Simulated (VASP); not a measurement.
# Os (Fm-3m) in VASP: single point with PBEsol

Aim: the single point of Os with PBEsol.

Everything below comes from runs of VASP 6.6.1. Logs are shortened: lines on timing, memory, paths and dates and some standing lists are left out, and cuts for length are marked.

## (1) The cell of the first run

Symmetry: Fm-3m, No. 225, cubic system. The conventional cell has a = 3.890 Å, b = 3.890 Å, c = 3.890 Å, α = 90.00°, β = 90.00°, γ = 90.00°. Within 3.6 Å of Os (site symmetry m-3m) lie 12 Os at 2.75 Å.

## (2) Single point, PBEsol

File INCAR:

```
SYSTEM = Os
PREC = Accurate
ENCUT = 520
EDIFF = 1E-6
ISMEAR = 0
SIGMA = 0.05
LREAL = .False.
LASPH = .True.
NELM = 100
ALGO = Normal
ISIF = 2
LWAVE = .False.
LCHARG = .True.
GGA = PS
LELF = .True.
LVHAR = .True.
NBANDS = 10
```

File KPOINTS:

```
Automatic mesh
0
Gamma
  19 19 19
  0 0 0
```

File POSCAR:

```
Os
1.0
    0.0000000000      1.9450000000      1.9450000000
    1.9450000000      0.0000000000      1.9450000000
    1.9450000000      1.9450000000      0.0000000000
Os
1
Direct
    0.0000000000      0.0000000000      0.0000000000
```

Potentials or basis: VASP PAW PBE potentials, release 64 (Os).

The run is started by

```bash
> cat potpaw_PBE.64/Os/POTCAR > POTCAR
> mpirun -np 1 vasp_std > vasp.out
```

OUTCAR:

```text
SYSTEM = Os
   PREC = Accurate
   ENCUT = 520
   EDIFF = 1E-6
   ISMEAR = 0
   LREAL = .False.
   LASPH = .True.
   NELM = 100
   ISIF = 2
   GGA = PS

 ion  position               nearest neighbor table
   1  0.000  0.000  0.000-

  LATTYP: Found a face centered cubic cell.
 ALAT       =     3.8900000000

  Lattice vectors:

 A1 = (   0.0000000000,   1.9450000000,   1.9450000000)
 A2 = (   1.9450000000,   0.0000000000,   1.9450000000)
 A3 = (   1.9450000000,   1.9450000000,   0.0000000000)

Analysis of symmetry for initial positions (statically):
=====================================================================
 Subroutine PRICEL returns:
 Original cell was already a primitive cell.

 Routine SETGRP: Setting up the symmetry group for a
 face centered cubic supercell.

 Subroutine GETGRP returns: Found 48 space group operations
 (whereof 48 operations were pure point group operations)
 out of a pool of 48 trial point group operations.

The static configuration has the point symmetry O_h .

Analysis of symmetry for dynamics (positions and initial velocities):
=====================================================================
 Subroutine PRICEL returns:
 Original cell was already a primitive cell.

 Routine SETGRP: Setting up the symmetry group for a
 face centered cubic supercell.

 Subroutine GETGRP returns: Found 48 space group operations
 (whereof 48 operations were pure point group operations)
 out of a pool of 48 trial point group operations.

The dynamic configuration has the point symmetry O_h .

 Subroutine INISYM returns: Found 48 space group operations
 (whereof 48 operations are pure point group operations),
 and found     1 'primitive' translations

----------------------------------------------------------------------------------------

                                     Primitive cell

  volume of cell :      14.7160

  direct lattice vectors                    reciprocal lattice vectors
     0.000000000  1.945000000  1.945000000    -0.257069409  0.257069409  0.257069409
     1.945000000  0.000000000  1.945000000     0.257069409 -0.257069409  0.257069409
     1.945000000  1.945000000  0.000000000     0.257069409  0.257069409 -0.257069409

  length of vectors
     2.750645379  2.750645379  2.750645379     0.445257277  0.445257277  0.445257277

  position of ions in fractional coordinates (direct lattice)
     0.000000000  0.000000000  0.000000000

[... 79 lines left out ...]
   IBRION =     -1    ionic relax: 0-MD 1-quasi-New 2-CG
   NFREE  =      0    steps in history (QN), initial steepest desc. (CG)
   ISIF   =      2    stress and relaxation
   ISYM   =      2    0-nonsym 1-usesym 2-fastsym
   POTIM  = 0.5000    time-step for ionic-motion
   TEBEG  =    0.0;   TEEND  =   0.0 temperature during run
   PSTRESS=    0.0 pullay stress
   NELECT =       8.0000    total number of electrons
   NUPDOWN=      -1.0000    fix difference up-down
   EMIN   =  10.00;   EMAX   =-10.00  energy-range for DOS
   EFERMI =   0.00;   METHOD = LEGACY
   ISMEAR =     0;   SIGMA  =   0.05  broadening in eV -4-tet -1-fermi 0-gaus
   EFERMI_NEDOS =   21; number of points for ismear=-14 and -15
   IALGO  =     38    algorithm
   IMIX   =      4    mixing-type and parameters
     AMIX     =   0.40;   BMIX     =  1.00
     AMIX_MAG =   1.60;   BMIX_MAG =  1.00
  volume/ion in A,a.u.               =      14.72        99.31
  Fermi-wavevector in a.u.,A,eV,Ry     =   1.336109  2.524880 24.288947  1.785187
  Thomas-Fermi vector in A             =   2.464761
   LORBIT       =      0    0 simple, 1 ext, 2 COOP (PROOUT), +10 PAW based schemes
   GGA     = PS    functional components
   LHFCALC =     F    Hartree Fock is set to
   AEXX    =    0.0000 exact exchange contribution
   IVDW    =     0    specifies the selected vdW correction
   LEPSILON=     F    determine dielectric tensor
   LRPA    =     F    only Hartree local field effects (RPA)
 non-spin polarized calculation
 Gauss-broadening in eV      SIGMA  =   0.05
  energy-cutoff  :      520.00
  volume of cell :       14.72
 maximum number of plane-waves:       411
   NGX = 11   NGY = 11   NGZ = 11

 number of electron       8.0000000 magnetization

 Free energy of the ion-electron system (eV)
  ---------------------------------------------------
  ext. energy  EPLUGINS =         0.00000000
  ---------------------------------------------------
  free energy    TOTEN  =       -12.05460935 eV

  energy without entropy =      -12.05387089  energy(sigma->0) =      -12.05424012

 E-fermi :   8.4777     XC(G=0): -13.8649

 val. band max:        8.4753525704   @ k =   0.0000   0.0000   0.0000
 cond. band min:       8.4850217393   @ k =  -0.0526   0.0526   0.0000
 fundamental gap:      0.0096691689
 Fermi energy:         8.4777128165

 k-point     1 :       0.0000    0.0000    0.0000
  band No.  band energies     occupation
      1      -1.9832      2.00000
      2       5.6368      2.00000
      3       5.6368      2.00000
      4       5.6368      2.00000
      5       8.4754      1.05323
      6       8.4754      1.05323
      7      22.7307      0.00000
      8      28.2379      0.00000
      9      28.2379      0.00000
     10      28.2379      0.00000
[... 287 lines left out ...]
 k-point    24 :      -0.2632    0.0526    0.0000
  band No.  band energies     occupation
      1       0.6833      2.00000
      2       5.0218      2.00000
      3       5.9828      2.00000
      4       6.0929      2.00000
      5       8.5129      0.32021
      6       9.4198      0.00000
      7      21.7698      0.00000
      8      25.3903      0.00000
      9      30.9012      0.00000
     10      31.8865      0.00000

 [... further k-points ...]

------------------------ aborting loop because EDIFF is reached ----------------------------------------

  FORCE on cell =-STRESS in cart. coord.  units (eV):
  Direction    XX          YY          ZZ          XY          YZ          ZX
  --------------------------------------------------------------------------------------
  -------------------------------------------------------------------------------------
  Total       -1.8667833     -1.8667833     -1.8667833      0.0000000      0.0000000      0.0000000
  in kB     -203.2430399   -203.2430399   -203.2430399      0.0000000      0.0000000      0.0000000
  external PRESSURE =    -203.2430399 kB  Pullay stress =       0.0000000 kB

 VOLUME and BASIS-vectors are now :
 -----------------------------------------------------------------------------
  energy-cutoff  :      520.00
  volume of cell :       14.72
      direct lattice vectors                 reciprocal lattice vectors
     0.000000000  1.945000000  1.945000000    -0.257069409  0.257069409  0.257069409
     1.945000000  0.000000000  1.945000000     0.257069409 -0.257069409  0.257069409
     1.945000000  1.945000000  0.000000000     0.257069409  0.257069409 -0.257069409

 POSITION                                       TOTAL-FORCE (eV/Angst)
 -----------------------------------------------------------------------------------
      0.00000      0.00000      0.00000        -0.000000     -0.000000     -0.000000
 -----------------------------------------------------------------------------------
    total drift:                                0.000000      0.000000     -0.000000

  FREE ENERGIE OF THE ION-ELECTRON SYSTEM (eV)
  ---------------------------------------------------
  free  energy   TOTEN  =       -12.0546093489 eV

  energy  without entropy=      -12.0538708930  energy(sigma->0) =      -12.05424012
```

OSZICAR:

```text
N       E                     dE             d eps       ncg     rms          rms(c)
DAV:   1     0.342813859877E+02    0.34281E+02   -0.41233E+03  4496   0.737E+02
DAV:   2    -0.117830782771E+02   -0.46064E+02   -0.43020E+02  4548   0.199E+02
DAV:   3    -0.128547491372E+02   -0.10717E+01   -0.10640E+01  5170   0.280E+01
DAV:   4    -0.128575908222E+02   -0.28417E-02   -0.28414E-02  4810   0.160E+00
DAV:   5    -0.128576007385E+02   -0.99163E-05   -0.99162E-05  4908   0.868E-02    0.153E+01
DAV:   6    -0.122216822071E+02    0.63592E+00   -0.78187E-01  5234   0.696E+00    0.639E+00
DAV:   7    -0.120592722267E+02    0.16241E+00   -0.47078E-01  5458   0.513E+00    0.344E-01
DAV:   8    -0.120563912839E+02    0.28809E-02   -0.20015E-03  4572   0.367E-01    0.263E-01
DAV:   9    -0.120546175833E+02    0.17737E-02   -0.87837E-04  4820   0.320E-01    0.221E-02
DAV:  10    -0.120546136735E+02    0.39098E-05   -0.11091E-05  4764   0.239E-02    0.101E-02
DAV:  11    -0.120546093852E+02    0.42884E-05   -0.11672E-06  4024   0.158E-02    0.209E-03
DAV:  12    -0.120546093489E+02    0.36273E-07   -0.97013E-09  2300   0.819E-04
   1 F= -.12054609E+02 E0= -.12054240E+02  d E =-.738456E-03
```

Run time: 17 s. Hardware: 1 thread of Intel Xeon Platinum 8488C (Sapphire Rapids), shared host; peak memory 0.15 GiB.

Results:

| Quantity | Value |
| --- | --- |
| Free energy | -12.0546 eV |
| Pressure | -20.3 GPa |
| Band gap on the k mesh | zero (band 4 reaches 10.65 eV, above the bottom of band 5 at 7.13 eV) |

Caveat: the PAW data sets were made with another functional, which shifts forces and pressure a little; spin-orbit coupling is left out, which moves the levels of the heavy elements.
